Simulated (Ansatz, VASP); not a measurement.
C: VASP beside Ansatz

The input INCAR:

```
SYSTEM = C
  ALGO = Normal
  EDIFF = 1E-6
  ENCUT = 520
  GGA = PE
  ISIF = 2
  ISMEAR = 0
  LASPH = .TRUE.
  LCHARG = .FALSE.
  LREAL = .FALSE.
  LWAVE = .FALSE.
  NBANDS = 11
  NELM = 80
  PREC = Accurate
  SIGMA = 0.02
```

Contents of KPOINTS:

```
k-points
0
G
  14 14 14
  0 0 0
```

POSCAR

```
C
1.0
    0.0000000000      2.1270000000      3.3480000000
    1.2280000000      0.0000000000      3.3480000000
    1.2280000000      2.1270000000      0.0000000000
C
2
Direct
    0.1666700000      0.8333300000      0.1666700000
    0.8467708602      0.1801108602      0.8198891398
```

Input for Ansatz:

```yaml
crystal:
  lattice:
    - [0.0, 2.127, 3.348]
    - [1.228, 0.0, 3.348]
    - [1.228, 2.127, 0.0]
  atoms:
    - { symbol: C, position: [0.16667, 0.83333, 0.16667] }
    - { symbol: C, position: [0.8467708602, 0.1801108602, 0.8198891398] }
basis:
  ecutwfc: 420
kpoints:
  mp_grid: { grid: [14, 14, 14] }
hamiltonian:
  xc: pbe
scf:
  occupations: { method: gaussian, width: 0.02 }
output:
  forces: true
  stress: true
  eigenvalues: true
```

Change from the starting cell: one atom moved.

Alike in both runs: task single point; functional PBE; k mesh 14 × 14 × 14; occupations gaussian, width 0.02 eV; no spin polarisation.

|  | VASP | Ansatz |
| --- | --- | --- |
| version | VASP 6.6.1 | Ansatz 0.2.0 |
| potentials or method | VASP PAW PBE potentials, release 64 (C), cutoff 520 eV | scalar-relativistic, plane waves, PAW |
| valence electrons in the cell | 8 | 8 |

```tsv
	VASP	Ansatz	Ansatz less VASP
gap on the k mesh at the Fermi level (eV)	0.26	0.26	+0.001
least direct gap on the mesh (eV)	0.41	0.41	0.000
pressure (GPa)	4.5	4.1	-0.46
traceless stress, the component that is largest in VASP (GPa)	-1.90	-1.37	+0.528
rms of the force components (eV/Å)	0.862	0.865	+0.0030
```

Atom by atom the forces differ by 0.003 eV/Å (rms over components). With one functional, cell and mesh, what is left measures potentials, basis and numerics.
